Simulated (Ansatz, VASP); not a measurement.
Al2Cu: VASP beside Ansatz

File POSCAR:

```
Al2Cu
1.0
   -1.9969471540      1.9969471540      2.7809778880
    1.9969471540     -1.9969471540      2.7809778880
    1.9969471540      1.9969471540     -2.7809778880
Al Cu
2 1
Direct
    0.7500000000      0.2500000000      0.5000000000
    0.2500000000      0.7500000000      0.5000000000
    0.5000000000      0.5000000000      0.0000000000
```

The input INCAR.step1:

```
SYSTEM = Al2Cu
  PREC = Accurate
  ENCUT = 520
  ISMEAR = 0
  SIGMA = 0.15
  LREAL = .False.
  LASPH = .True.
  NELM = 100
  NBANDS = 16
  GGA = PE
  ALGO = Normal
  EDIFF = 1E-4
  LWAVE = .True.
  LCHARG = .False.
```

File INCAR.step2:

```
SYSTEM = Al2Cu
  PREC = Accurate
  ENCUT = 520
  EDIFF = 1E-6
  ISMEAR = 0
  SIGMA = 0.15
  LREAL = .False.
  LASPH = .True.
  NELM = 100
  ALGO = Normal
  ISIF = 2
  LWAVE = .False.
  LCHARG = .False.
  METAGGA = R2SCAN
  LMIXTAU = .True.
  NBANDS = 16
  ISTART = 1
```

File KPOINTS:

```
regular mesh
0
Gamma
  16 16 16
  0 0 0
```

Input for Ansatz:

```yaml
crystal:
  lattice:
    - [-1.996947154, 1.996947154, 2.780977888]
    - [1.996947154, -1.996947154, 2.780977888]
    - [1.996947154, 1.996947154, -2.780977888]
  atoms:
    - { symbol: Al, position: [0.75, 0.25, 0.5] }
    - { symbol: Al, position: [0.25, 0.75, 0.5] }
    - { symbol: Cu, position: [0.5, 0.5, 0.0] }
basis:
  ecutwfc: 500
kpoints:
  mp_grid: { grid: [16, 16, 16] }
hamiltonian:
  xc: r2scan
scf:
  occupations: { method: gaussian, width: 0.15 }
output:
  forces: true
  stress: true
  eigenvalues: true
```

Change from the starting cell: strain -0.015 along x and y, -0.030 along z, atoms carried along.

Alike in both runs: task single point; functional r2SCAN; k mesh 16 × 16 × 16; occupations gaussian, width 0.15 eV; no spin polarisation.

```csv
,VASP,Ansatz
version,VASP 6.6.1,Ansatz 0.2.0
potentials or method,"VASP PAW PBE potentials, release 64 (Al, Cu), cutoff 520 eV","scalar-relativistic, plane waves, PAW"
valence electrons in the cell,17,25
```

VASP gave:

| Item | Value |
| --- | --- |
| gap on the k mesh at the Fermi level (eV) | none |
| pressure (GPa) | 7.2 |
| traceless stress, the component that is largest in VASP (GPa) | 1.35 |

Task: Which values does Ansatz return?

Result: gap on the k mesh at the Fermi level (eV): none; pressure (GPa): 7.4; traceless stress, the component that is largest in VASP (GPa): 1.35.

VASP's potentials were made for PBE, not for r2SCAN. A gap of «none» marks a metal or a gap that the smearing closes. VASP's potentials hold 17 valence electrons a cell and Ansatz's 25, so a difference there can come from the potentials and not from the codes.
